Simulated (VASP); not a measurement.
Input of a VASP 6.6.1 run:

Contents of INCAR:

```
SYSTEM = Mg
PREC = Accurate
ENCUT = 520
EDIFF = 1E-6
ISMEAR = -1
SIGMA = 0.05
LREAL = .False.
LASPH = .True.
NELM = 100
ALGO = Fast
ISIF = 2
LWAVE = .False.
LCHARG = .True.
GGA = RP
IVDW = 13
LELF = .True.
LVHAR = .True.
NBANDS = 9
```

File KPOINTS:

```
regular mesh
0
Gamma
  10 10 5
  0 0 0
```

Contents of POSCAR:

```
Mg
1.0
    3.1659257641      0.0000000000      0.0000000000
   -1.5829628820      2.7417721382      0.0000000000
    0.0000000000      0.0000000000      5.1398819084
Mg
2
Direct
    0.6666666667      0.3333333333      0.7500000000
    0.3333333333      0.6666666667      0.2500000000
```

Potentials or basis: VASP PAW PBE potentials, release 64 (Mg).

Command:

```sh
$ cat potpaw_PBE.64/Mg/POTCAR > POTCAR
$ mpirun -np 1 vasp_std > vasp.out
```

(1) Predict the dispersion energy per atom.

(2) What does it give for the band gap on the k mesh?

(3) What does it give for the pressure?

Answers

(1) -0.153 eV.

(2) zero (band 2 reaches 3.52 eV, above the bottom of band 3 at 1.68 eV).

(3) 1.2 GPa.

Caveat: the PAW data sets were made with another functional, which shifts forces and pressure a little; pairwise dispersion overbinds metals, which lowers pressure and volume.
